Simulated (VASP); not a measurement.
Input of a VASP 6.6.1 run:

Contents of INCAR:

```
SYSTEM = Ti
ALGO = Normal ; EDIFF = 1E-7
ENCUT = 520 ; GGA = PS
ISIF = 2 ; ISMEAR = 1
LASPH = .TRUE. ; LCHARG = .TRUE.
LELF = .TRUE. ; LREAL = .FALSE.
LVHAR = .TRUE. ; LWAVE = .FALSE.
NBANDS = 12 ; NELM = 60
PREC = Accurate ; SIGMA = 0.1
```

The input KPOINTS:

```
k-points
0
G
  10 10 10
  0 0 0
```

POSCAR

```
Ti
1.0
    2.8422950000      0.0000000000      0.0000000000
   -0.9474316370      2.6797414353      0.0000000000
   -0.9474316370     -1.3398706547      2.3207241949
Ti
1
Direct
    0.0000000000      0.0000000000      0.0000000000
```

Potentials or basis: VASP PAW PBE potentials, release 64 (Ti_sv).

Command:

```bash
$ cat potpaw_PBE.64/Ti_sv/POTCAR > POTCAR
$ mpirun -np 1 vasp_std > vasp.out
```

Question: Estimate the band gap on the k mesh.

Answer: Zero (band 6 reaches 8.74 eV, above the bottom of band 7 at 7.13 eV).

Question: Estimate the pressure.

Answer: -7.1 GPa.

Caveat: the PAW data sets were made with another functional, which shifts forces and pressure a little.
